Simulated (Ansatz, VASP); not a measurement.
This is a calculation of AlNi for Ansatz 0.2.0.

The input input.yaml:

```yaml
crystal:
  lattice:
    - [2.3458038479, -1.4220336112, 0.0]
    - [2.3458038479, 1.4220336112, 0.0]
    - [-1.3830548326, 0.0, 3.9569521865]
  atoms:
    - { symbol: Ni, position: [0.5, 0.5, 0.5], spin: 1.0 }
    - { symbol: Al, position: [0.0, 0.0, 0.0] }
hamiltonian:
  xc: pbesol
  pseudopotentials: { kind: paw }
magnetization:
  spin_polarized: true
kpoints:
  mp_grid: { grid: [11, 11, 7] }
scf:
  occupations: { method: fermi_dirac, width: 0.05 }
output:
  forces: true
  stress: true
  eigenvalues: true
```

Potentials or basis: Ansatz PAW.

Command:

```sh
$ ansatz run input.yaml --threads 2 --pin off --max-ram 5632MiB --backend cpu --events-out ev --progress --plain --runs-dir out
```

Translate it to VASP 6.6.1. Potentials there: VASP PAW PBE potentials, release 64 (Ni, Al).

As run (the cutoff follows the program's own potentials):

File INCAR:

```
SYSTEM = AlNi
PREC     = Accurate       ! precision mode
ENCUT    = 520            ! plane-wave cutoff, eV
EDIFF    = 1E-7           ! SCF threshold, eV
ISMEAR   = -1             ! smearing method
SIGMA    = 0.05           ! smearing width, eV
LREAL    = .False.        ! projectors in reciprocal space
LASPH    = .True.         ! aspherical terms in the spheres
NELM     = 150            ! most SCF steps
ALGO     = Fast           ! electronic algorithm
ISIF     = 2              ! what is computed and relaxed
LWAVE    = .False.        ! write WAVECAR
LCHARG   = .False.        ! write CHGCAR
ISPIN    = 2              ! spin polarisation
MAGMOM   = 1 0            ! initial moments
LORBIT   = 11             ! projections on sites
LMAXMIX  = 4              ! l up to which the mixer works
GGA      = PS             ! functional
NBANDS   = 18             ! bands
```

KPOINTS

```
regular mesh
0
Gamma
  11 11 7
  0 0 0
```

File POSCAR:

```
AlNi
1.0
    2.3458038479     -1.4220336112      0.0000000000
    2.3458038479      1.4220336112      0.0000000000
   -1.3830548326      0.0000000000      3.9569521865
Ni Al
1 1
Direct
    0.5000000000      0.5000000000      0.5000000000
    0.0000000000      0.0000000000      0.0000000000
```

Potentials or basis: VASP PAW PBE potentials, release 64 (Ni, Al).

Launch:

```bash
$ cat potpaw_PBE.64/Ni/POTCAR potpaw_PBE.64/Al/POTCAR > POTCAR
$ mpirun -np 1 vasp_std > vasp.out
```

Both were run:

|  | VASP | Ansatz | Ansatz less VASP |
| --- | --- | --- | --- |
| gap on the k mesh at the Fermi level (eV) | none | none | - |
| pressure (GPa) | -10.3 | -10.5 | -0.18 |
| traceless stress, the component that is largest in VASP (GPa) | 1.53 | 1.50 | -0.031 |
| net moment per atom (μB) | 0.00 | 0.00 | 0.000 |

VASP's potentials were made for PBE, not for PBEsol. A gap of «none» marks a metal or a gap that the smearing closes. VASP's potentials hold 13 valence electrons a cell and Ansatz's 21, so a difference there can come from the potentials and not from the codes.
